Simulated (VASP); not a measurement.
# CeO2 (Fm-3m) in VASP: a series of runs

Runs on CeO2. Level: r2SCAN. Tasks: single point.

Program: VASP 6.6.1. These are calculated values, not measurements. Logs are shortened: lines on timing, memory, paths and dates and some standing lists are left out, and cuts for length are marked.

## Step 1: The cell of the first run

The structure is cubic, space group Fm-3m (No. 225). The conventional cell has a = 5.401 Å, b = 5.401 Å, c = 5.401 Å, α = 90.00°, β = 90.00°, γ = 90.00°. Ce (site symmetry m-3m) has 8 O at 2.34 Å within 3.1 Å. O (site symmetry -43m) has 4 Ce at 2.34 Å and 6 O at 2.70 Å within 3.1 Å.

## Step 2: Single point, r2SCAN (13.13 Å³/atom)

Contents of POSCAR:

```
CeO2
1.0
    0.0000000000      2.7004365399      2.7004365399
    2.7004365399      0.0000000000      2.7004365399
    2.7004365399      2.7004365399      0.0000000000
Ce O
1 2
Direct
    0.0000000000      0.0000000000      0.0000000000
    0.2500000000      0.2500000000      0.2500000000
    0.7500000000      0.7500000000      0.7500000000
```

Contents of INCAR.step1:

```
PREC = Accurate ; ENCUT = 520
ISMEAR = 0 ; SIGMA = 0.05
LREAL = False ; LASPH = True
NELM = 60 ; NBANDS = 19
GGA = PE ; ALGO = Normal
EDIFF = 1E-4 ; LWAVE = True
LCHARG = False
```

Contents of INCAR.step2:

```
PREC = Accurate ; ENCUT = 520
EDIFF = 1E-6 ; ISMEAR = 0
SIGMA = 0.05 ; LREAL = False
LASPH = True ; NELM = 60
ALGO = Normal ; ISIF = 2
LWAVE = False ; LCHARG = False
METAGGA = R2SCAN ; LMIXTAU = True
NBANDS = 19 ; ISTART = 1
```

Contents of KPOINTS:

```
regular mesh
0
Gamma
  8 8 8
```

Potentials or basis: VASP PAW PBE potentials, release 64 (Ce, O).

On the command line:

```console
cat potpaw_PBE.64/Ce/POTCAR potpaw_PBE.64/O/POTCAR > POTCAR
cp INCAR.step1 INCAR
mpirun -np 1 vasp_std > vasp.out
cp INCAR.step2 INCAR
mpirun -np 1 vasp_std > vasp.out
```

OUTCAR:

```text
PREC = Accurate
   ENCUT = 520
   EDIFF = 1E-6
   ISMEAR = 0
   LREAL = False
   LASPH = True
   NELM = 60
   ISIF = 2
   METAGGA = R2SCAN
   ISTART = 1

 ion  position               nearest neighbor table
   1  0.000  0.000  0.000-   3 2.34   3 2.34   3 2.34   2 2.34   3 2.34   2 2.34   2 2.34   2 2.34

   2  0.250  0.250  0.250-   1 2.34   1 2.34   1 2.34   1 2.34
   3  0.750  0.750  0.750-   1 2.34   1 2.34   1 2.34   1 2.34

  LATTYP: Found a face centered cubic cell.
 ALAT       =     5.4008730798

  Lattice vectors:

 A1 = (   0.0000000000,   2.7004365399,   2.7004365399)
 A2 = (   2.7004365399,   0.0000000000,   2.7004365399)
 A3 = (   2.7004365399,   2.7004365399,   0.0000000000)

Analysis of symmetry for initial positions (statically):
=====================================================================
 Subroutine PRICEL returns:
 Original cell was already a primitive cell.

 Routine SETGRP: Setting up the symmetry group for a
 face centered cubic supercell.

 Subroutine GETGRP returns: Found 48 space group operations
 (whereof 48 operations were pure point group operations)
 out of a pool of 48 trial point group operations.

The static configuration has the point symmetry O_h .

Analysis of symmetry for dynamics (positions and initial velocities):
=====================================================================
 Subroutine PRICEL returns:
 Original cell was already a primitive cell.

 Routine SETGRP: Setting up the symmetry group for a
 face centered cubic supercell.

 Subroutine GETGRP returns: Found 48 space group operations
 (whereof 48 operations were pure point group operations)
 out of a pool of 48 trial point group operations.

The dynamic configuration has the point symmetry O_h .

 Subroutine INISYM returns: Found 48 space group operations
 (whereof 48 operations are pure point group operations),
 and found     1 'primitive' translations

----------------------------------------------------------------------------------------

                                     Primitive cell

  volume of cell :      39.3851

  direct lattice vectors                    reciprocal lattice vectors
     0.000000000  2.700436540  2.700436540    -0.185155249  0.185155249  0.185155249
     2.700436540  0.000000000  2.700436540     0.185155249 -0.185155249  0.185155249
     2.700436540  2.700436540  0.000000000     0.185155249  0.185155249 -0.185155249

  length of vectors
     3.818993979  3.818993979  3.818993979     0.320698299  0.320698299  0.320698299

  position of ions in fractional coordinates (direct lattice)
     0.000000000  0.000000000  0.000000000
     0.250000000  0.250000000  0.250000000
     0.750000000  0.750000000  0.750000000

  ion indices of the primitive-cell ions
   primitive index   ion index
                 1           1
                 2           2
                 3           3

----------------------------------------------------------------------------------------

 KPOINTS: regular mesh

Automatic generation of k-mesh.
 Grid dimensions read from file:
 generate k-points for:    8    8    8

 Generating k-lattice:

  Cartesian coordinates                     Fractional coordinates (reciprocal lattice)
    -0.023144406  0.023144406  0.023144406     0.125000000  0.000000000  0.000000000
     0.023144406 -0.023144406  0.023144406     0.000000000  0.125000000  0.000000000
     0.023144406  0.023144406 -0.023144406     0.000000000  0.000000000  0.125000000

  Length of vectors
     0.040087287  0.040087287  0.040087287

  Shift w.r.t. Gamma in fractional coordinates (k-lattice)
     0.000000000  0.000000000  0.000000000

 Subroutine IBZKPT returns following result:
 ===========================================

 Found     29 irreducible k-points:

 Following reciprocal coordinates:
            Coordinates               Weight
  0.000000  0.000000  0.000000      1.000000
  0.125000  0.000000  0.000000      8.000000
  0.250000  0.000000  0.000000      8.000000
  0.375000  0.000000  0.000000      8.000000
  0.500000  0.000000  0.000000      4.000000
  0.125000  0.125000  0.000000      6.000000
[... 16 lines left out ...]
  0.500000  0.250000  0.125000     48.000000
 -0.375000  0.250000  0.125000     24.000000
 [... further k-points ...]
   k-points           NKPTS =     29   k-points in BZ     NKDIM =     29   number of bands    NBANDS=     19
   number of dos      NEDOS =    301   number of ions     NIONS =      3
   total plane-waves  NPLWV =  21952
   dimension x,y,z NGX =    28 NGY =   28 NGZ =   28
   dimension x,y,z NGXF=    56 NGYF=   56 NGZF=   56
   ions per type =               1   2
   NGX,Y,Z   is equivalent  to a cutoff of  12.19, 12.19, 12.19 a.u.
   NGXF,Y,Z  is equivalent  to a cutoff of  24.38, 24.38, 24.38 a.u.
 SYSTEM =  unknown system
   PREC   = accura    normal or accurate (medium, high low for compatibility)
   ISTART =      1    job   : 0-new  1-cont  2-samecut
   ICHARG =      0    charge: 1-file 2-atom 10-const
   ISPIN  =      1    spin polarized calculation?
   LNONCOLLINEAR =      F non collinear calculations
   LSORBIT =      F    spin-orbit coupling
   LASPH  =      T    aspherical Exc in radial PAW
   ENCUT  =  520.0 eV  38.22 Ry    6.18 a.u.   7.10  7.10  7.10*2*pi/ulx,y,z
   NELM   =     60;   NELMIN=  2; NELMDL=  0     # of ELM steps
   EDIFF  = 0.1E-05   stopping-criterion for ELM
   LREAL  =      F    real-space projection
   EDIFFG = 0.1E-04   stopping-criterion for IOM
   NSW    =      0    number of steps for IOM
   IBRION =     -1    ionic relax: 0-MD 1-quasi-New 2-CG
   NFREE  =      0    steps in history (QN), initial steepest desc. (CG)
   ISIF   =      2    stress and relaxation
   ISYM   =      2    0-nonsym 1-usesym 2-fastsym
   POTIM  = 0.5000    time-step for ionic-motion
   TEBEG  =    0.0;   TEEND  =   0.0 temperature during run
   PSTRESS=    0.0 pullay stress
   NELECT =      24.0000    total number of electrons
   NUPDOWN=      -1.0000    fix difference up-down
   EMIN   =  10.00;   EMAX   =-10.00  energy-range for DOS
   EFERMI =   0.00;   METHOD = LEGACY
   ISMEAR =     0;   SIGMA  =   0.05  broadening in eV -4-tet -1-fermi 0-gaus
   EFERMI_NEDOS =   21; number of points for ismear=-14 and -15
   IALGO  =     38    algorithm
   IMIX   =      4    mixing-type and parameters
     AMIX     =   0.40;   BMIX     =  1.00
     AMIX_MAG =   1.60;   BMIX_MAG =  1.00
  volume/ion in A,a.u.               =      13.13        88.59
  Fermi-wavevector in a.u.,A,eV,Ry     =   1.387931  2.622810 26.209624  1.926353
  Thomas-Fermi vector in A             =   2.512105
   LORBIT       =      0    0 simple, 1 ext, 2 COOP (PROOUT), +10 PAW based schemes
   METAGGA = R2SCAN    functional components
   LHFCALC =     F    Hartree Fock is set to
   AEXX    =    0.0000 exact exchange contribution
   IVDW    =     0    specifies the selected vdW correction
   LEPSILON=     F    determine dielectric tensor
   LRPA    =     F    only Hartree local field effects (RPA)
 non-spin polarized calculation
 Gauss-broadening in eV      SIGMA  =   0.05
  energy-cutoff  :      520.00
  volume of cell :       39.39
 maximum number of plane-waves:      1069
   NGX = 15   NGY = 15   NGZ = 15

 number of electron      23.9999997 magnetization

 Free energy of the ion-electron system (eV)
  ---------------------------------------------------
  ext. energy  EPLUGINS =         0.00000000
  ---------------------------------------------------
  free energy    TOTEN  =       -54.02151575 eV

  energy without entropy =      -54.02151575  energy(sigma->0) =      -54.02151575

 E-fermi :   5.3722     XC(G=0): -12.0911

 val. band max:        5.1435152094   @ k =  -0.2500   0.2500   0.0000
 cond. band min:       7.3736409390   @ k =   0.5000   0.0000   0.0000
 fundamental gap:      2.2301257296
 Fermi energy:         5.3722207452

 k-point     1 :       0.0000    0.0000    0.0000
  band No.  band energies     occupation
      1     -28.3951      2.00000
      2     -12.1712      2.00000
      3     -11.2808      2.00000
      4     -10.0124      2.00000
      5     -10.0124      2.00000
      6     -10.0124      2.00000
[... 11 lines left out ...]
     18       8.3850      0.00000
     19       8.3850      0.00000

 k-point     2 :       0.1250    0.0000    0.0000
  band No.  band energies     occupation
      1     -28.3620      2.00000
      2     -12.6577      2.00000
      3     -11.3988      2.00000
      4     -10.0506      2.00000
      5     -10.0506      2.00000
      6      -9.5118      2.00000
[... 11 lines left out ...]
     18       8.2960      0.00000
     19       8.2960      0.00000

 k-point     3 :       0.2500    0.0000    0.0000
  band No.  band energies     occupation
      1     -28.2817      2.00000
      2     -13.4509      2.00000
      3     -11.6996      2.00000
      4     -10.1403      2.00000
      5     -10.1403      2.00000
      6      -8.6301      2.00000
[... 11 lines left out ...]
     18       8.2060      0.00000
     19       8.2060      0.00000

 k-point     4 :       0.3750    0.0000    0.0000
  band No.  band energies     occupation
      1     -28.1984      2.00000
      2     -14.0524      2.00000
      3     -11.9717      2.00000
      4     -10.2267      2.00000
      5     -10.2267      2.00000
      6      -7.9189      2.00000
[... 11 lines left out ...]
     18       8.2315      0.00000
     19       8.2315      0.00000

 k-point     5 :       0.5000    0.0000    0.0000
  band No.  band energies     occupation
      1     -28.1635      2.00000
      2     -14.2734      2.00000
      3     -12.0763      2.00000
      4     -10.2616      2.00000
      5     -10.2616      2.00000
      6      -7.6480      2.00000
[... 11 lines left out ...]
     18       8.2670      0.00000
     19       8.3070      0.00000
[... 334 lines left out ...]
      2     -14.6288      2.00000
      3     -12.0442      2.00000
      4     -10.6298      2.00000
      5     -10.6298      2.00000
      6      -6.9026      2.00000
[... 11 lines left out ...]
     18       8.1057      0.00000
     19       8.6660      0.00000

 k-point    22 :       0.3750    0.2500    0.1250
  band No.  band energies     occupation
      1     -28.2205      2.00000
      2     -13.7548      2.00000
      3     -12.2688      2.00000
      4     -10.2736      2.00000
      5      -9.7477      2.00000
      6      -8.3060      2.00000
[... 11 lines left out ...]
     18       8.0373      0.00000
     19       8.1852      0.00000

 k-point    23 :       0.5000    0.2500    0.1250
  band No.  band energies     occupation
      1     -28.1530      2.00000
      2     -13.9912      2.00000
      3     -12.8843      2.00000
      4     -10.3720      2.00000
      5      -9.2827      2.00000
      6      -8.0951      2.00000
[... 11 lines left out ...]
     18       8.0510      0.00000
     19       8.3313      0.00000

 k-point    24 :      -0.3750    0.2500    0.1250
  band No.  band energies     occupation
      1     -28.1244      2.00000
      2     -14.0543      2.00000
      3     -13.1431      2.00000
      4     -10.4154      2.00000
      5      -9.0881      2.00000
      6      -8.0302      2.00000
[... 11 lines left out ...]
     18       8.0519      0.00000
     19       8.4214      0.00000

 [... further k-points ...]
[... 5 lines left out ...]
  --------------------------------------------------------------------------------------
  -------------------------------------------------------------------------------------
  Total        0.9302549      0.9302549      0.9302549     -0.0000000     -0.0000000      0.0000000
  in kB       37.8425716     37.8425716     37.8425716     -0.0000000     -0.0000000      0.0000000
  external PRESSURE =      37.8425716 kB  Pullay stress =       0.0000000 kB

 VOLUME and BASIS-vectors are now :
 -----------------------------------------------------------------------------
  energy-cutoff  :      520.00
  volume of cell :       39.39
      direct lattice vectors                 reciprocal lattice vectors
     0.000000000  2.700436540  2.700436540    -0.185155249  0.185155249  0.185155249
     2.700436540  0.000000000  2.700436540     0.185155249 -0.185155249  0.185155249
     2.700436540  2.700436540  0.000000000     0.185155249  0.185155249 -0.185155249

 POSITION                                       TOTAL-FORCE (eV/Angst)
 -----------------------------------------------------------------------------------
      0.00000      0.00000      0.00000         0.000000      0.000000     -0.000000
      1.35022      1.35022      1.35022        -0.000000     -0.000000     -0.000000
      4.05065      4.05065      4.05065         0.000000      0.000000      0.000000
 -----------------------------------------------------------------------------------
    total drift:                                0.000000      0.000000      0.000000

  FREE ENERGIE OF THE ION-ELECTRON SYSTEM (eV)
  ---------------------------------------------------
  free  energy   TOTEN  =       -54.0215157527 eV

  energy  without entropy=      -54.0215157527  energy(sigma->0) =      -54.02151575
```

Wall time 3.4 min (1 thread of Intel Xeon Platinum 8375C at 2.90GHz (Ice Lake), shared host); peak memory 0.19 GiB.

What came out:

```yaml
Free_energy: -54.0215 eV
Pressure: 3.8 GPa
Band_gap_on_the_k_mesh: 2.23 eV (least direct gap 2.36 eV)
```

Caveat: the cell stands under pressure; the PAW data sets were made with another functional, which shifts forces and pressure a little; spin-orbit coupling is left out, which moves the levels of the heavy elements. A k mesh can miss the band edges.

## Step 3: Single point, r2SCAN

This run uses another cell than the first one, of 13.40 Å³/atom.

Contents of POSCAR:

```
CeO2
1.0
    0.0000000000      2.7186832862      2.7186832862
    2.7186832862      0.0000000000      2.7186832862
    2.7186832862      2.7186832862      0.0000000000
Ce O
1 2
Direct
    0.0000000000      0.0000000000      0.0000000000
    0.2500000000      0.2500000000      0.2500000000
    0.7500000000      0.7500000000      0.7500000000
```

Contents of INCAR.step1:

```
SYSTEM = CeO2
PREC = Accurate
ENCUT = 520
ISMEAR = 0
SIGMA = 0.05
LREAL = .False.
LASPH = .True.
NELM = 80
NBANDS = 19
GGA = PE
ALGO = Normal
EDIFF = 1E-4
LWAVE = .True.
LCHARG = .False.
```

Contents of INCAR.step2:

```
SYSTEM = CeO2
PREC = Accurate
ENCUT = 520
EDIFF = 1E-6
ISMEAR = 0
SIGMA = 0.05
LREAL = .False.
LASPH = .True.
NELM = 80
ALGO = Normal
ISIF = 2
LWAVE = .False.
LCHARG = .False.
METAGGA = R2SCAN
LMIXTAU = .True.
NBANDS = 19
ISTART = 1
```

Contents of KPOINTS:

```
Automatic mesh
0
Gamma
  8 8 8
  0 0 0
```

Potentials or basis: VASP PAW PBE potentials, release 64 (Ce, O).

On the command line:

```console
cat potpaw_PBE.64/Ce/POTCAR potpaw_PBE.64/O/POTCAR > POTCAR
cp INCAR.step1 INCAR
mpirun -np 1 vasp_std > vasp.out
cp INCAR.step2 INCAR
mpirun -np 1 vasp_std > vasp.out
```

Wall time 3.6 min (1 thread of Intel Xeon Platinum 8375C at 2.90GHz (Ice Lake), shared host); peak memory 0.19 GiB.

It converged, with:

- Free energy: -54.0324 eV
- Pressure: -0.2 GPa
- Band gap on the k mesh: 2.16 eV (least direct gap 2.29 eV)

Levels at points of the mesh, in eV from the valence-band top:
| k point | band 8 | band 9 | band 10 | band 11 | band 12 | band 13 | band 14 | band 15 | band 16 | band 17 |
| --- | --- | --- | --- | --- | --- | --- | --- | --- | --- | --- |
| (0.00, 0.00, 0.00) | -3.87 | -3.87 | -0.60 | -0.60 | -0.60 | 2.57 | 2.57 | 2.57 | 2.72 | 3.14 |
| (0.50, 0.00, 0.00) | -2.98 | -1.31 | -1.20 | -0.79 | -0.79 | 2.16 | 2.39 | 2.39 | 2.58 | 3.02 |
| (0.50, 0.50, 0.00) | -1.22 | -1.22 | -0.80 | -0.80 | -0.61 | 2.30 | 2.31 | 2.31 | 2.46 | 2.86 |

Caveat: the PAW data sets were made with another functional, which shifts forces and pressure a little; spin-orbit coupling is left out, which moves the levels of the heavy elements.
